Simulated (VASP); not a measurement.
Crystal: TaN.

```
Ta N
1.0
     0.00000    2.17900    2.17900
     2.17900    0.00000    2.17900
     2.17900    2.17900    0.00000
Ta N
1 1
Direct
  0.50000 0.50000 0.50000
  0.00000 0.00000 0.00000
```

```yaml
Program: VASP 6.6.1
Task: relaxation of cell and atoms
Functional: PBE
Potentials_or_basis: VASP PAW PBE potentials, release 64 (Ta_pv, N)
Cutoff: 600 eV
k_mesh: 8 × 8 × 8
Occupations: gaussian, width 0.1 eV
Spin: no spin polarisation
```

At the start: pressure 15.6 GPa; volume 10.35 Å³/atom.

Question: Where does the relaxation end?

Answer: Over 3 steps the energy falls by 21.3 meV/atom and the volume is 10.82 Å³/atom (+4.6 %); space group Fm-3m (No. 225, to 0.05 Å).

Step by step:
| step | energy change (eV) | largest force (eV/Å) | pressure (GPa) | volume (Å³) |
| --- | --- | --- | --- | --- |
| 1 | 0.0000 | 0.0000 | 15.64 | 20.69 |
| 2 | 0.1608 | 0.0000 | -26.25 | 23.87 |
| 3 | -0.0426 | 0.0000 | -0.49 | 21.64 |

Final structure:
```yaml
crystal:
  lattice:
    - [0.00000, 2.21161, 2.21161]
    - [2.21161, 0.00000, 2.21161]
    - [2.21161, 2.21161, 0.00000]
  atoms:
    - { symbol: Ta, position: [0.50000, 0.50000, 0.50000] }
    - { symbol: N, position: [0.00000, 0.00000, 0.00000] }
```
